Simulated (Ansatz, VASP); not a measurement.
## Al2Au in VASP and in Ansatz

```
CELL_PARAMETERS angstrom
0.00000 3.18660 3.18660
3.18660 0.00000 3.18660
3.18660 3.18660 0.00000
ATOMIC_POSITIONS crystal
Al 0.25000 0.25000 0.25000
Al 0.75000 0.75000 0.75000
Au 0.00000 0.00000 0.00000
```

Alike in both runs: task single point; functional PBEsol; k mesh 6 × 6 × 6; occupations gaussian, width 0.1 eV; no spin polarisation.

|  | VASP | Ansatz |
| --- | --- | --- |
| version | VASP 6.6.1 | Ansatz 0.2.0 |
| potentials or method | VASP PAW PBE potentials, release 64 (Al, Au), cutoff 500 eV | scalar-relativistic, plane waves, PAW |
| valence electrons in the cell | 17 | 25 |

Ansatz gave:

| Quantity | Value |
| --- | --- |
| gap on the k mesh at the Fermi level (eV) | none |
| pressure (GPa) | -13.1 |

Problem. Estimate VASP's values.

Solution. gap on the k mesh at the Fermi level (eV): none; pressure (GPa): -13.2.

VASP's potentials were made for PBE, not for PBEsol. A gap of «none» marks a metal or a gap that the smearing closes. VASP's potentials hold 17 valence electrons a cell and Ansatz's 25, so a difference there can come from the potentials and not from the codes.

Spin-orbit coupling is off throughout.
